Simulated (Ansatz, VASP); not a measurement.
Sn2Pb: VASP beside Ansatz

```
CELL_PARAMETERS angstrom
5.55122 0.00000 0.00000
-2.77561 4.80750 0.00000
0.00000 0.00000 3.27330
ATOMIC_POSITIONS crystal
Sn 0.33333 0.66667 0.50000
Sn 0.66667 0.33333 0.50000
Pb 0.00000 0.00000 0.00000
```

Change from the starting cell: species swapped into the CeHg2 type (P6/mmm, No. 191).

Alike in both runs: functional PBE; k mesh 6 × 6 × 12; occupations gaussian, width 0.1 eV; no spin polarisation.

Ansatz relaxed the structure, and its values are those at the end. VASP's run is a single point on that final structure, the one shown.

|  | VASP | Ansatz |
| --- | --- | --- |
| version | VASP 6.6.1 | Ansatz 0.2.0 |
| potentials or method | VASP PAW PBE potentials, release 64 (Sn_d, Pb_d), cutoff 520 eV | scalar-relativistic, plane waves, PAW |
| valence electrons in the cell | 42 | 42 |

VASP gave:

```
gap on the k mesh at the Fermi level (eV) : none
pressure (GPa)                            : -0.1
```

What did Ansatz give for the same quantities?

gap on the k mesh at the Fermi level (eV): none; pressure (GPa): 0.0.

A gap of «none» marks a metal or a gap that the smearing closes. The functional is the same, so the differences come from potentials, cutoffs and numerics.

Spin-orbit coupling is off throughout.
